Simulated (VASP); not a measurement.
# Si5Sn in VASP: a series of runs

The runs below take Si5Sn through single point, with PBE.

Program: VASP 6.6.1. These are calculated values, not measurements. Logs are shortened: lines on timing, memory, paths and dates and some standing lists are left out, and cuts for length are marked.

## Step 1: The cell of the first run

The cell holds a disordered packing, 18 atoms: a = 7.521 Å, b = 6.927 Å, c = 7.218 Å, α = 89.19°, β = 90.40°, γ = 91.36°.

## Step 2: Single point, PBE

Input file INCAR:

```
PREC     = Accurate       # precision mode
ENCUT    = 400            # plane-wave cutoff, eV
EDIFF    = 1E-6           # SCF threshold, eV
ISMEAR   = -1             # smearing method
SIGMA    = 0.1034         # smearing width, eV
LREAL    = Auto         
LASPH    = T              # aspherical terms in the spheres
NELM     = 120            # most SCF steps
ALGO     = Normal         # electronic algorithm
ISIF     = 2              # what is computed and relaxed
LWAVE    = F              # write WAVECAR
LCHARG   = F              # write CHGCAR
GGA      = PE             # functional
ISYM     = -1           
NBANDS   = 66             # bands
GGA_COMPAT= F
```

Input file KPOINTS:

```
explicit points
1
Reciprocal
  0.25000000   0.25000000   0.25000000 1
```

Input file POSCAR:

```
Si5Sn
1.0
    7.5203950000     -0.0852670000     -0.0251750000
   -0.0852670000      6.9258340000      0.0495830000
   -0.0251750000      0.0495830000      7.2173390000
Si Sn
15 3
Direct
    0.5673245059      0.3747291802      0.4976899654
    0.2876796675      0.8676665727      0.5565603644
    0.1023367638      0.6977107610      0.1738305122
    0.4053212550      0.6520758077      0.0913363066
    0.7658895608      0.1888518130      0.7308915973
    0.2744753419      0.1994665473      0.4819493399
    0.7734710372      0.8023059566      1.0212710525
    0.9411662546     -0.0136464908      0.2391495667
    0.9917121214      0.9046242555      0.5510737916
   -0.0128186427      0.5068736213      0.9007408376
    0.5551161272      0.7111252199      0.4174789804
    0.0184084283      0.1537141889      0.9740974924
    0.7393873104      0.6396030080      0.6807389316
    0.1492162431      0.8869945043      0.8747458960
    0.5368250818      0.9296681597      0.7955370858
    0.8756900750      0.4279604097      0.2946717532
    0.5467696860      0.0708698879      0.1824885855
    0.3064144597      0.4075362022      0.7885355138
```

Potentials or basis: VASP PAW PBE potentials, release 64 (Si, Sn_d).

Run with:

```sh
$ cat potpaw_PBE.64/Si/POTCAR potpaw_PBE.64/Sn_d/POTCAR > POTCAR
$ mpirun -np 1 vasp_std > vasp.out
```

OUTCAR:

```text
PREC = Accurate
   ENCUT = 400
   EDIFF = 1E-6
   ISMEAR = -1
   LREAL = Auto
   LASPH = T
   NELM = 120
   ISIF = 2
   GGA = PE
   ISYM = -1

 ion  position               nearest neighbor table
   1  0.567  0.375  0.498-  11 2.40   6 2.49   5 2.59  13 2.59  16 2.77  18 2.90  17 3.12
   2  0.288  0.868  0.557-   9 2.25   6 2.36  11 2.53  14 2.53  15 2.57
   3  0.102  0.698  0.174-   4 2.39   8 2.42  10 2.53  14 2.53  16 2.64   7 2.81
   4  0.405  0.652  0.091-   3 2.39  11 2.64  18 2.87  14 2.97   7 2.98  15 3.01  17 3.14
   5  0.766  0.189  0.731-  15 2.50  12 2.59   1 2.59   9 2.95  10 3.00
   6  0.274  0.199  0.482-   2 2.36   1 2.49  18 2.66   9 2.95  17 3.14
   7  0.773  0.802  0.021-   8 2.38  15 2.57  13 2.73  10 2.78   3 2.81  17 2.82   4 2.98  12 3.03
                            14 3.06  16 3.34
   8  0.941  0.986  0.239-  12 2.29   9 2.34   7 2.38   3 2.42  17 3.06  16 3.14
   9  0.992  0.905  0.551-   2 2.25   8 2.34  14 2.61  13 2.77   5 2.95   6 2.95
  10  0.987  0.507  0.901-  12 2.51   3 2.53  13 2.62  18 2.65   7 2.78  14 2.88   5 3.00  16 3.01

  11  0.555  0.711  0.417-   1 2.40  13 2.40   2 2.53   4 2.64  17 3.00  15 3.14  16 3.28
  12  0.018  0.154  0.974-  14 2.24   8 2.29  10 2.51   5 2.59   7 3.03  18 3.06  16 3.22
  13  0.739  0.640  0.681-  11 2.40   1 2.59  10 2.62  15 2.69   7 2.73   9 2.77  16 3.35
  14  0.149  0.887  0.875-  12 2.24   3 2.53   2 2.53   9 2.61  10 2.88   4 2.97  15 2.98   7 3.06

  15  0.537  0.930  0.796-   5 2.50   7 2.57   2 2.57  13 2.69  17 2.97  14 2.98   4 3.01  11 3.14

  16  0.876  0.428  0.295-   3 2.64   1 2.77  10 3.01   8 3.14  12 3.22  11 3.28   7 3.34  13 3.35
                            17 3.55
  17  0.547  0.071  0.182-   7 2.82  15 2.97  11 3.00   8 3.06   1 3.12   6 3.14   4 3.14  16 3.55

  18  0.306  0.408  0.789-  10 2.65   6 2.66   4 2.87   1 2.90  12 3.06

IMPORTANT INFORMATION: All symmetrisations will be switched off!
NOSYMM: (Re-)initialisation of all symmetry stuff for point group C_1.

----------------------------------------------------------------------------------------

                                     Primitive cell

  volume of cell :     375.8400

  direct lattice vectors                    reciprocal lattice vectors
     7.520395000 -0.085267000 -0.025175000     0.132991782  0.001634080  0.000452666
    -0.085267000  6.925834000  0.049583000     0.001634080  0.144414123 -0.000986423
    -0.025175000  0.049583000  7.217339000     0.000452666 -0.000986423  0.138563577

  length of vectors
     7.520920502  6.926536330  7.217553221     0.133002591  0.144426736  0.138567827

  position of ions in fractional coordinates (direct lattice)
     0.567324506  0.374729180  0.497689965
     0.287679668  0.867666573  0.556560364
     0.102336764  0.697710761  0.173830512
     0.405321255  0.652075808  0.091336307
     0.765889561  0.188851813  0.730891597
     0.274475342  0.199466547  0.481949340
[... 10 lines left out ...]
     0.546769686  0.070869888  0.182488586
     0.306414460  0.407536202  0.788535514

  ion indices of the primitive-cell ions
   primitive index   ion index
                 1           1
                 2           2
                 3           3
                 4           4
                 5           5
                 6           6
[... 10 lines left out ...]
                17          17
                18          18

----------------------------------------------------------------------------------------

 KPOINTS: explicit points

Read explicit list of k-points.

 Found      1 k-points:

 Following reciprocal coordinates:
            Coordinates               Weight
  0.250000  0.250000  0.250000      1.000000
   k-points           NKPTS =      1   k-points in BZ     NKDIM =      1   number of bands    NBANDS=     66
   number of dos      NEDOS =    301   number of ions     NIONS =     18
   total plane-waves  NPLWV = 115200
   dimension x,y,z NGX =    50 NGY =   48 NGZ =   48
   dimension x,y,z NGXF=   100 NGYF=   96 NGZF=   96
   ions per type =              15   3
   NGX,Y,Z   is equivalent  to a cutoff of  11.05, 11.52, 11.06 a.u.
   NGXF,Y,Z  is equivalent  to a cutoff of  22.10, 23.04, 22.11 a.u.
 SYSTEM =  unknown system
   PREC   = accura    normal or accurate (medium, high low for compatibility)
   ISTART =      0    job   : 0-new  1-cont  2-samecut
   ICHARG =      2    charge: 1-file 2-atom 10-const
   ISPIN  =      1    spin polarized calculation?
   LNONCOLLINEAR =      F non collinear calculations
   LSORBIT =      F    spin-orbit coupling
   LASPH  =      T    aspherical Exc in radial PAW
   ENCUT  =  400.0 eV  29.40 Ry    5.42 a.u.  12.26 11.30 11.77*2*pi/ulx,y,z
   NELM   =    120;   NELMIN=  2; NELMDL= -5     # of ELM steps
   EDIFF  = 0.1E-05   stopping-criterion for ELM
   LREAL  =      T    real-space projection
   EDIFFG = 0.1E-04   stopping-criterion for IOM
   NSW    =      0    number of steps for IOM
   IBRION =     -1    ionic relax: 0-MD 1-quasi-New 2-CG
   NFREE  =      0    steps in history (QN), initial steepest desc. (CG)
   ISIF   =      2    stress and relaxation
   ISYM   =     -1    0-nonsym 1-usesym 2-fastsym
   POTIM  = 0.5000    time-step for ionic-motion
   TEBEG  =    0.0;   TEEND  =   0.0 temperature during run
   PSTRESS=    0.0 pullay stress
   NELECT =     102.0000    total number of electrons
   NUPDOWN=      -1.0000    fix difference up-down
   EMIN   =  10.00;   EMAX   =-10.00  energy-range for DOS
   EFERMI =   0.00;   METHOD = LEGACY
   ISMEAR =    -1;   SIGMA  =   0.10  broadening in eV -4-tet -1-fermi 0-gaus
   EFERMI_NEDOS =   21; number of points for ismear=-14 and -15
   IALGO  =     38    algorithm
   IMIX   =      4    mixing-type and parameters
     AMIX     =   0.40;   BMIX     =  1.00
     AMIX_MAG =   1.60;   BMIX_MAG =  1.00
  volume/ion in A,a.u.               =      20.88       140.91
  Fermi-wavevector in a.u.,A,eV,Ry     =   1.059922  2.002962 15.285255  1.123435
  Thomas-Fermi vector in A             =   2.195285
   LORBIT       =      0    0 simple, 1 ext, 2 COOP (PROOUT), +10 PAW based schemes
   GGA     = PE    functional components
   LHFCALC =     F    Hartree Fock is set to
   AEXX    =    0.0000 exact exchange contribution
   IVDW    =     0    specifies the selected vdW correction
   LEPSILON=     F    determine dielectric tensor
   LRPA    =     F    only Hartree local field effects (RPA)
 non-spin polarized calculation
  energy-cutoff  :      400.00
  volume of cell :      375.84
 maximum number of plane-waves:      6818
 NGX is ok and might be reduce to    48
   NGX = 25   NGY = 23   NGZ = 23

 number of electron     102.0000009 magnetization

 Free energy of the ion-electron system (eV)
  ---------------------------------------------------
  ext. energy  EPLUGINS =         0.00000000
  ---------------------------------------------------
  free energy    TOTEN  =       -83.58435973 eV

  energy without entropy =      -83.41102471  energy(sigma->0) =      -83.49769222

 E-fermi :   6.7852     XC(G=0):  -9.8080

 val. band max:        6.5765365883   @ k =   0.2500   0.2500   0.2500
 cond. band min:       7.0325937605   @ k =   0.2500   0.2500   0.2500
 fundamental gap:      0.4560571722
 Fermi energy:         6.7851922233

 k-point     1 :       0.2500    0.2500    0.2500
  band No.  band energies     occupation
      1     -15.0254      2.00000
      2     -15.0156      2.00000
      3     -14.9929      2.00000
      4     -14.9731      2.00000
      5     -14.9592      2.00000
      6     -14.8283      2.00000
[... 55 lines left out ...]
     62       8.9845      0.00000
     63       9.1576      0.00000
 [bands above 63 left out]

------------------------ aborting loop because EDIFF is reached ----------------------------------------

  FORCE on cell =-STRESS in cart. coord.  units (eV):
  Direction    XX          YY          ZZ          XY          YZ          ZX
  --------------------------------------------------------------------------------------
  -------------------------------------------------------------------------------------
  Total       -3.5220773      2.9348627     -4.9780349     11.1707413     10.8683441      4.2123308
  in kB      -15.0143469     12.5110958    -21.2209832     47.6200181     46.3309221     17.9568449
  external PRESSURE =      -7.9080781 kB  Pullay stress =       0.0000000 kB

 VOLUME and BASIS-vectors are now :
 -----------------------------------------------------------------------------
  energy-cutoff  :      400.00
  volume of cell :      375.84
      direct lattice vectors                 reciprocal lattice vectors
     7.520395000 -0.085267000 -0.025175000     0.132991782  0.001634080  0.000452666
    -0.085267000  6.925834000  0.049583000     0.001634080  0.144414123 -0.000986423
    -0.025175000  0.049583000  7.217339000     0.000452666 -0.000986423  0.138563577

 POSITION                                       TOTAL-FORCE (eV/Angst)
 -----------------------------------------------------------------------------------
      4.22202      2.57161      3.59629         0.174007     -0.710936      0.561103
      2.07547      6.01238      4.05266         0.916815      0.007693      0.298739
      0.70575      4.83212      1.28661         0.875537     -0.261038     -0.144025
      2.99028      4.48614      0.68133         0.507493      0.206663     -0.193548
      5.72529      1.27889      5.26517         0.832845     -0.320895     -0.089983
      2.03502      1.38197      3.48137        -0.066570     -0.416346     -0.954737
[... 10 lines left out ...]
      4.10129      0.45326      1.30683        -0.492510      0.641536     -0.051972
      2.24976      2.83550      5.70362         0.470951      0.203607      0.332266
 -----------------------------------------------------------------------------------
    total drift:                                0.001651      0.001651     -0.001147

  FREE ENERGIE OF THE ION-ELECTRON SYSTEM (eV)
  ---------------------------------------------------
  free  energy   TOTEN  =       -83.5843597266 eV

  energy  without entropy=      -83.4110247126  energy(sigma->0) =      -83.49769222
```

Run time: 37 s. Hardware: 1 thread of Intel Xeon Platinum 8488C (Sapphire Rapids), shared host; peak memory 0.31 GiB.

What came out:

| Item | Value |
| --- | --- |
| Free energy | -83.5844 eV |
| Pressure | -0.8 GPa |
| Largest force | 2.198 eV/Å |

Forces in eV/Å, atoms in the order of the input:
```
Si   0.174 -0.711  0.561
Si   0.917  0.008  0.299
Si   0.876 -0.261 -0.144
Si   0.507  0.207 -0.194
Si   0.833 -0.321 -0.090
Si  -0.067 -0.416 -0.955
Si  -0.662 -0.487 -0.461
Si   0.010  0.266  0.989
Si  -2.089  0.480  0.491
Si  -0.801  0.313  0.081
Si  -0.424  0.257 -0.462
Si  -0.927  1.731 -0.724
Si   1.170  0.504 -0.093
Si   1.098 -1.538 -0.713
Si  -0.187 -0.313  1.016
Sn  -0.408 -0.563  0.117
Sn  -0.493  0.642 -0.052
Sn   0.471  0.204  0.332
```

Stress tensor (GPa, compression positive):
```
-1.50  4.76  1.80
 4.76  1.25  4.63
 1.80  4.63 -2.12
```

Caveat: the atoms stand as in a frame of molecular dynamics; spin-orbit coupling is left out, which moves the levels of the heavy elements.

## Step 3: Single point, PBE

Input file INCAR:

```
SYSTEM = Si5Sn
  PREC = Accurate
  ENCUT = 400
  EDIFF = 1E-6
  ISMEAR = -1
  SIGMA = 0.05
  LREAL = Auto
  LASPH = .True.
  NELM = 120
  ALGO = Normal
  ISIF = 2
  LWAVE = .False.
  LCHARG = .False.
  GGA = PE
  NBANDS = 66
  ISYM = -1
  GGA_COMPAT = .False.
```

KPOINTS is that of step 2.

Input file POSCAR:

```
Si5Sn
1.0
    7.5203950000     -0.0852670000     -0.0251750000
   -0.0852670000      6.9258340000      0.0495830000
   -0.0251750000      0.0495830000      7.2173390000
Si Sn
15 3
Direct
    0.5570922520      0.3447512452      0.4968374073
    0.2916854836      0.8608652559      0.5593507386
    0.1273559059      0.7054136176      0.1900780414
    0.4234670099      0.6554664555      0.0627815582
    0.7705933195      0.1865567572      0.7366042586
    0.2651037188      0.1843302707      0.4850602609
    0.7639789395      0.7894405300      0.0211388630
    0.9459083126      0.9881549002      0.2390125443
    0.9524337309      0.9081076426      0.5581828452
    0.9718548811      0.5332061800      0.9083891563
    0.5536120140      0.7018980400      0.3820568733
    0.0027547263      0.1733183377      0.9566353620
    0.7680780550      0.6376059082      0.6638975876
    0.1712101995      0.8635742245      0.8618448733
    0.5436729719      0.9306534286      0.8014885234
    0.8776014440      0.4260082358      0.2972817059
    0.5348210180      0.0706065863      0.1873643780
    0.3140621087      0.4148850005      0.7949597865
```

Potentials or basis: VASP PAW PBE potentials, release 64 (Si, Sn_d).

Run with:

```sh
$ cat potpaw_PBE.64/Si/POTCAR potpaw_PBE.64/Sn_d/POTCAR > POTCAR
$ mpirun -np 1 vasp_std > vasp.out
```

OUTCAR:

```text
SYSTEM = Si5Sn
   PREC = Accurate
   ENCUT = 400
   EDIFF = 1E-6
   ISMEAR = -1
   LREAL = Auto
   LASPH = .True.
   NELM = 120
   ISIF = 2
   GGA = PE
   ISYM = -1

 ion  position               nearest neighbor table
   1  0.557  0.345  0.497-   6 2.44  11 2.60   5 2.60  13 2.82  16 2.86  18 2.89  17 2.95
   2  0.292  0.861  0.559-   6 2.31  14 2.37   9 2.58  15 2.61  11 2.63   3 3.12
   3  0.127  0.705  0.190-   8 2.44   4 2.45  14 2.62  10 2.63  16 2.77   7 3.05   2 3.12
   4  0.423  0.655  0.063-   3 2.45  11 2.52  18 2.68   7 2.72  14 2.80  15 2.80  17 3.12
[... 235 lines left out ...]
  Total       -8.8308660     -0.8381808     -8.3486395     12.6683684     11.1672497      5.3580665
  in kB      -37.6453083     -3.5731009    -35.5896137     54.0042885     47.6051339     22.8410287
  external PRESSURE =     -25.6026743 kB  Pullay stress =       0.0000000 kB

 VOLUME and BASIS-vectors are now :
 -----------------------------------------------------------------------------
  energy-cutoff  :      400.00
  volume of cell :      375.84
      direct lattice vectors                 reciprocal lattice vectors
     7.520395000 -0.085267000 -0.025175000     0.132991782  0.001634080  0.000452666
    -0.085267000  6.925834000  0.049583000     0.001634080  0.144414123 -0.000986423
    -0.025175000  0.049583000  7.217339000     0.000452666 -0.000986423  0.138563577

 POSITION                                       TOTAL-FORCE (eV/Angst)
 -----------------------------------------------------------------------------------
      4.14765      2.36482      3.58891        -0.095267      0.094329      0.621789
      2.10610      5.96507      4.07237         0.044454     -0.280489     -0.344605
      0.89283      4.88414      1.40363         0.560149     -0.195842     -0.358305
      3.12717      4.50666      0.47495        -0.129130      0.208397     -0.035211
      5.76071      1.26288      5.30617         0.124419     -0.556931     -0.911988
      1.96576      1.27809      3.50331        -0.006737      0.050254     -0.758415
[... 10 lines left out ...]
      4.01133      0.45270      1.34231        -0.421739      0.627538     -0.061684
      2.30648      2.88606      5.75016        -0.114402     -0.145225      0.007897
 -----------------------------------------------------------------------------------
    total drift:                               -0.002648      0.002614     -0.000684

  FREE ENERGIE OF THE ION-ELECTRON SYSTEM (eV)
  ---------------------------------------------------
  free  energy   TOTEN  =       -84.6348659034 eV

  energy  without entropy=      -84.6038847610  energy(sigma->0) =      -84.61937533
```

It took 34 s on 1 thread of Intel Xeon Platinum 8488C (Sapphire Rapids), shared host; peak memory 0.31 GiB.

Results:

```
Free energy   : -84.6349 eV
Pressure      : -2.6 GPa
Largest force : 1.274 eV/Å
```

Forces in eV/Å, atoms in the order of the input:
```
Si  -0.095  0.094  0.622
Si   0.044 -0.280 -0.345
Si   0.560 -0.196 -0.358
Si  -0.129  0.208 -0.035
Si   0.124 -0.557 -0.912
Si  -0.007  0.050 -0.758
Si  -0.070  0.230  0.281
Si   0.196 -0.173 -0.220
Si   0.100  1.210  0.384
Si   0.390 -0.167  0.262
Si   0.098 -0.246  0.803
Si   0.449 -0.078 -0.070
Si  -0.588  0.028 -0.590
Si  -0.309 -0.049  0.400
Si  -0.266 -0.283  0.527
Sn   0.038 -0.275  0.064
Sn  -0.422  0.628 -0.062
Sn  -0.114 -0.145  0.008
```

Stress tensor (GPa, compression positive):
```
-3.76  5.40  2.28
 5.40 -0.36  4.76
 2.28  4.76 -3.56
```

Levels at points of the mesh, in eV from the Fermi level:
```csv
k point,band 49,band 50,band 51,band 52,band 53,band 54
"(0.25, 0.25, 0.25)",-0.95,-0.69,-0.17,0.17,0.34,0.57
```

Caveat: the atoms stand as in a frame of molecular dynamics; spin-orbit coupling is left out, which moves the levels of the heavy elements.
